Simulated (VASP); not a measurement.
# ZnS (P6_3mc) in VASP: single point with PBE

Aim: the single point of ZnS with PBE.

All numbers are computed with VASP 6.6.1; they aren't measurements. Logs are shortened: lines on timing, memory, paths and dates and some standing lists are left out, and cuts for length are marked.

## 1. The cell of the first run

It takes space group P6_3mc (No. 186, hexagonal). Conventional cell: a = 3.811 Å, b = 3.811 Å, c = 6.234 Å, α = 90.00°, β = 90.00°, γ = 120.00°. Zn (site symmetry 3m) has 4 S at 2.31 to 2.40 Å within 3.1 Å. S (site symmetry 3m) has 4 Zn at 2.31 to 2.40 Å within 3.1 Å.

## 2. Single point, PBE

Input file POSCAR:

```
ZnS
1.0
    3.8110000000      0.0000000000      0.0000000000
   -1.9055000000      3.3004228138      0.0000000000
    0.0000000000      0.0000000000      6.2340000000
Zn S
2 2
Direct
    0.3333333333      0.6666666667      0.0000000000
    0.6666666667      0.3333333333      0.5000000000
    0.3333333333      0.6666666667      0.3850000000
    0.6666666667      0.3333333333      0.8850000000
```

Input file INCAR.step1:

```
SYSTEM = ZnS
PREC = Accurate ; ENCUT = 520
EDIFF = 1E-7 ; ISMEAR = 0
SIGMA = 0.05 ; LREAL = .FALSE.
LASPH = .TRUE. ; NELM = 60
ALGO = Normal ; ISIF = 2
LWAVE = .FALSE. ; LCHARG = .TRUE.
GGA = PE ; NBANDS = 26
```

Input file KPOINTS.step1:

```
regular mesh
0
G
  9 9 6
  0 0 0
```

Input file INCAR.step2:

```
SYSTEM = ZnS
PREC = Accurate ; ENCUT = 520
EDIFF = 1E-7 ; ISMEAR = -5
SIGMA = 0.05 ; LREAL = .FALSE.
LASPH = .TRUE. ; NELM = 60
ALGO = Normal ; ISIF = 2
LWAVE = .FALSE. ; LCHARG = .FALSE.
GGA = PE ; LORBIT = 10
NBANDS = 26 ; NEDOS = 1001
ICHARG = 11
```

Input file KPOINTS.step2:

```
regular mesh
0
G
  14 14 9
  0 0 0
```

Potentials or basis: VASP PAW PBE potentials, release 64 (Zn, S).

Run with:

```console
cat potpaw_PBE.64/Zn/POTCAR potpaw_PBE.64/S/POTCAR > POTCAR
cp INCAR.step1 INCAR
cp KPOINTS.step1 KPOINTS
mpirun -np 1 vasp_std > vasp.out
cp INCAR.step2 INCAR
cp KPOINTS.step2 KPOINTS
mpirun -np 1 vasp_std > vasp.out
```

OUTCAR:

```text
SYSTEM = ZnS
   PREC = Accurate
   ENCUT = 520
   EDIFF = 1E-7
   ISMEAR = -5
   LREAL = .FALSE.
   LASPH = .TRUE.
   NELM = 60
   ISIF = 2
   GGA = PE
   LORBIT = 10
   ICHARG = 11

 ion  position               nearest neighbor table
   1  0.333  0.667  0.000-   4 2.31   4 2.31   4 2.31   3 2.40
   2  0.667  0.333  0.500-   3 2.31   3 2.31   3 2.31   4 2.40
   3  0.333  0.667  0.385-   2 2.31   2 2.31   2 2.31   1 2.40
   4  0.667  0.333  0.885-   1 2.31   1 2.31   1 2.31   2 2.40

  LATTYP: Found a hexagonal cell.
 ALAT       =     3.8110000000
 C/A-ratio  =     1.6357911309

  Lattice vectors:

 A1 = (   3.8110000000,   0.0000000000,   0.0000000000)
 A2 = (  -1.9055000000,   3.3004228138,   0.0000000000)
 A3 = (   0.0000000000,   0.0000000000,   6.2340000000)

Analysis of symmetry for initial positions (statically):
=====================================================================
 Subroutine PRICEL returns:
 Original cell was already a primitive cell.

 Routine SETGRP: Setting up the symmetry group for a
 hexagonal supercell.

 Subroutine GETGRP returns: Found 12 space group operations
 (whereof  6 operations were pure point group operations)
 out of a pool of 24 trial point group operations.

The static configuration has the point symmetry C_3v.
 The point group associated with its full space group is C_6v.

Analysis of symmetry for dynamics (positions and initial velocities):
=====================================================================
 Subroutine PRICEL returns:
 Original cell was already a primitive cell.

 Routine SETGRP: Setting up the symmetry group for a
 hexagonal supercell.

 Subroutine GETGRP returns: Found 12 space group operations
 (whereof  6 operations were pure point group operations)
 out of a pool of 24 trial point group operations.

The dynamic configuration has the point symmetry C_3v.
 The point group associated with its full space group is C_6v.

 Subroutine INISYM returns: Found 12 space group operations
 (whereof  6 operations are pure point group operations),
 and found     1 'primitive' translations

----------------------------------------------------------------------------------------

                                     Primitive cell

  volume of cell :      78.4107

  direct lattice vectors                    reciprocal lattice vectors
     3.811000000  0.000000000  0.000000000     0.262398321  0.151495741  0.000000000
    -1.905500000  3.300422814  0.000000000     0.000000000  0.302991482  0.000000000
     0.000000000  0.000000000  6.234000000     0.000000000  0.000000000  0.160410651

  length of vectors
     3.811000000  3.811000000  6.234000000     0.302991482  0.302991482  0.160410651

  position of ions in fractional coordinates (direct lattice)
     0.333333333  0.666666667  0.000000000
     0.666666667  0.333333333  0.500000000
     0.333333333  0.666666667  0.385000000
     0.666666667  0.333333333  0.885000000

  ion indices of the primitive-cell ions
   primitive index   ion index
                 1           1
                 2           2
                 3           3
                 4           4

----------------------------------------------------------------------------------------

 KPOINTS: regular mesh

Automatic generation of k-mesh.
 Grid dimensions read from file:
 generate k-points for:   14   14    9

 Generating k-lattice:

  Cartesian coordinates                     Fractional coordinates (reciprocal lattice)
     0.018742737  0.010821124  0.000000000     0.071428571  0.000000000  0.000000000
     0.000000000  0.021642249  0.000000000     0.000000000  0.071428571  0.000000000
     0.000000000  0.000000000  0.017823406     0.000000000  0.000000000  0.111111111

  Length of vectors
     0.021642249  0.021642249  0.017823406

  Shift w.r.t. Gamma in fractional coordinates (k-lattice)
     0.000000000  0.000000000  0.000000000

 TETIRR: Found   1729 inequivalent tetrahedra from    10584

 Subroutine IBZKPT returns following result:
 ===========================================

 Found    120 irreducible k-points:

 Following reciprocal coordinates:
            Coordinates               Weight
  0.000000  0.000000  0.000000      1.000000
  0.071429  0.000000  0.000000      6.000000
  0.142857  0.000000  0.000000      6.000000
  0.214286  0.000000  0.000000      6.000000
  0.285714  0.000000  0.000000      6.000000
  0.357143  0.000000  0.000000      6.000000
[... 16 lines left out ...]
  0.285714  0.285714  0.000000      6.000000
  0.357143  0.285714  0.000000      6.000000
 [... further k-points ...]
   k-points           NKPTS =    120   k-points in BZ     NKDIM =    120   number of bands    NBANDS=     26
   number of dos      NEDOS =   1001   number of ions     NIONS =      4
   total plane-waves  NPLWV =  37632
   dimension x,y,z NGX =    28 NGY =   28 NGZ =   48
   dimension x,y,z NGXF=    56 NGYF=   56 NGZF=   96
   ions per type =               2   2
   NGX,Y,Z   is equivalent  to a cutoff of  12.21, 12.21, 12.80 a.u.
   NGXF,Y,Z  is equivalent  to a cutoff of  24.43, 24.43, 25.60 a.u.
 SYSTEM =  ZnS
   PREC   = accura    normal or accurate (medium, high low for compatibility)
   ISTART =      0    job   : 0-new  1-cont  2-samecut
   ICHARG =     11    charge: 1-file 2-atom 10-const
   ISPIN  =      1    spin polarized calculation?
   LNONCOLLINEAR =      F non collinear calculations
   LSORBIT =      F    spin-orbit coupling
   LASPH  =      T    aspherical Exc in radial PAW
   ENCUT  =  520.0 eV  38.22 Ry    6.18 a.u.   7.09  7.09 11.59*2*pi/ulx,y,z
   NELM   =     60;   NELMIN=  2; NELMDL=  0     # of ELM steps
   EDIFF  = 0.1E-06   stopping-criterion for ELM
   LREAL  =      F    real-space projection
   EDIFFG = 0.1E-05   stopping-criterion for IOM
   NSW    =      0    number of steps for IOM
   IBRION =     -1    ionic relax: 0-MD 1-quasi-New 2-CG
   NFREE  =      0    steps in history (QN), initial steepest desc. (CG)
   ISIF   =      2    stress and relaxation
   ISYM   =      2    0-nonsym 1-usesym 2-fastsym
   POTIM  = 0.5000    time-step for ionic-motion
   TEBEG  =    0.0;   TEEND  =   0.0 temperature during run
   PSTRESS=    0.0 pullay stress
   NELECT =      36.0000    total number of electrons
   NUPDOWN=      -1.0000    fix difference up-down
   EMIN   =  10.00;   EMAX   =-10.00  energy-range for DOS
   EFERMI =   0.00;   METHOD = LEGACY
   ISMEAR =    -5;   SIGMA  =   0.05  broadening in eV -4-tet -1-fermi 0-gaus
   EFERMI_NEDOS =   21; number of points for ismear=-14 and -15
   IALGO  =     38    algorithm
   IMIX   =      4    mixing-type and parameters
     AMIX     =   0.40;   BMIX     =  1.00
     AMIX_MAG =   1.60;   BMIX_MAG =  1.00
  volume/ion in A,a.u.               =      19.60       132.29
  Fermi-wavevector in a.u.,A,eV,Ry     =   1.262943  2.386617 21.701647  1.595026
  Thomas-Fermi vector in A             =   2.396326
   LORBIT       =     10    0 simple, 1 ext, 2 COOP (PROOUT), +10 PAW based schemes
   GGA     = PE    functional components
   LHFCALC =     F    Hartree Fock is set to
   AEXX    =    0.0000 exact exchange contribution
   IVDW    =     0    specifies the selected vdW correction
   LEPSILON=     F    determine dielectric tensor
   LRPA    =     F    only Hartree local field effects (RPA)
 non-spin polarized calculation
 Fermi weights with tetrahedron method with Bloechl corrections
  energy-cutoff  :      520.00
  volume of cell :       78.41
 maximum number of plane-waves:      2127

 number of electron      35.9999977 magnetization

 Free energy of the ion-electron system (eV)
  ---------------------------------------------------
  ext. energy  EPLUGINS =         0.00000000
  ---------------------------------------------------
  free energy    TOTEN  =       -13.65401726 eV

  energy without entropy =      -13.65401726  energy(sigma->0) =      -13.65401726

 E-fermi :   2.1679     XC(G=0):  -9.6513

 val. band max:        2.1622899972   @ k =   0.0000   0.0000   0.0000
 cond. band min:       4.4156023063   @ k =   0.0000   0.0000   0.0000
 fundamental gap:      2.2533123091
 Fermi energy:         2.1679199987

 k-point     1 :       0.0000    0.0000    0.0000
  band No.  band energies     occupation
      1     -11.0311      2.00000
      2     -10.1079      2.00000
      3      -4.2067      2.00000
      4      -4.2067      2.00000
      5      -4.1423      2.00000
      6      -4.1423      2.00000
[... 18 lines left out ...]
     25       9.7856      0.00000
     26      11.4729      0.00000

 k-point     2 :       0.0714    0.0000    0.0000
  band No.  band energies     occupation
      1     -10.9958      2.00000
      2     -10.0872      2.00000
      3      -4.2102      2.00000
      4      -4.1981      2.00000
      5      -4.1399      2.00000
      6      -4.1315      2.00000
[... 18 lines left out ...]
     25       9.9488      0.00000
     26      11.2444      0.00000

 k-point     3 :       0.1429    0.0000    0.0000
  band No.  band energies     occupation
      1     -10.8933      2.00000
      2     -10.0295      2.00000
      3      -4.2169      2.00000
      4      -4.1745      2.00000
      5      -4.1332      2.00000
      6      -4.1004      2.00000
[... 572 lines left out ...]
 k-point    23 :       0.2857    0.2857    0.0000
  band No.  band energies     occupation
      1      -9.9749      2.00000
      2      -9.7808      2.00000
      3      -4.1343      2.00000
      4      -3.9955      2.00000
      5      -3.9297      2.00000
      6      -3.8708      2.00000
[... 18 lines left out ...]
     25      11.3405      0.00000
     26      12.1727      0.00000

 k-point    24 :       0.3571    0.2857    0.0000
  band No.  band energies     occupation
      1      -9.8979      2.00000
      2      -9.8138      2.00000
      3      -4.1361      2.00000
      4      -3.9748      2.00000
      5      -3.9279      2.00000
      6      -3.8651      2.00000
[... 18 lines left out ...]
     25      11.8299      0.00000
     26      12.0138      0.00000

 [... further k-points ...]

------------------------ aborting loop because EDIFF is reached ----------------------------------------

  FORCE on cell =-STRESS in cart. coord.  units (eV):
  Direction    XX          YY          ZZ          XY          YZ          ZX
  --------------------------------------------------------------------------------------
  -------------------------------------------------------------------------------------
  Total        1.5750569      1.5750569      0.5695317      0.0000000     -0.0000000      0.0000000
  in kB       32.1833683     32.1833683     11.6373240      0.0000000     -0.0000000      0.0000000
  external PRESSURE =      25.3346869 kB  Pullay stress =       0.0000000 kB

 VOLUME and BASIS-vectors are now :
 -----------------------------------------------------------------------------
  energy-cutoff  :      520.00
  volume of cell :       78.41
      direct lattice vectors                 reciprocal lattice vectors
     3.811000000  0.000000000  0.000000000     0.262398321  0.151495741  0.000000000
    -1.905500000  3.300422814  0.000000000     0.000000000  0.302991482  0.000000000
     0.000000000  0.000000000  6.234000000     0.000000000  0.000000000  0.160410651

 POSITION                                       TOTAL-FORCE (eV/Angst)
 -----------------------------------------------------------------------------------
     -0.00000      2.20028      0.00000         0.000000      0.000000      0.322815
      1.90550      1.10014      3.11700        -0.000000     -0.000000      0.322815
     -0.00000      2.20028      2.40009        -0.000000      0.000000     -0.322815
      1.90550      1.10014      5.51709        -0.000000     -0.000000     -0.322815
 -----------------------------------------------------------------------------------
    total drift:                               -0.000000     -0.000000      0.000618

  FREE ENERGIE OF THE ION-ELECTRON SYSTEM (eV)
  ---------------------------------------------------
  free  energy   TOTEN  =       -13.6540172628 eV

  energy  without entropy=      -13.6540172628  energy(sigma->0) =      -13.65401726

 total charge

# of ion       s       p       d       tot
------------------------------------------
    1        0.521   0.481   9.801  10.803
    2        0.521   0.481   9.801  10.803
    3        1.314   2.443   0.000   3.758
    4        1.314   2.443   0.000   3.758
--------------------------------------------------
tot          3.671   5.849  19.603  29.122
```

It took 5.5 min on 1 thread of Intel Xeon 8259CL, shared host; peak memory 0.33 GiB.

Results:

```yaml
Valence_electrons_inside_the_program's_atomic_spheres: Zn 10.80; S 3.76
```
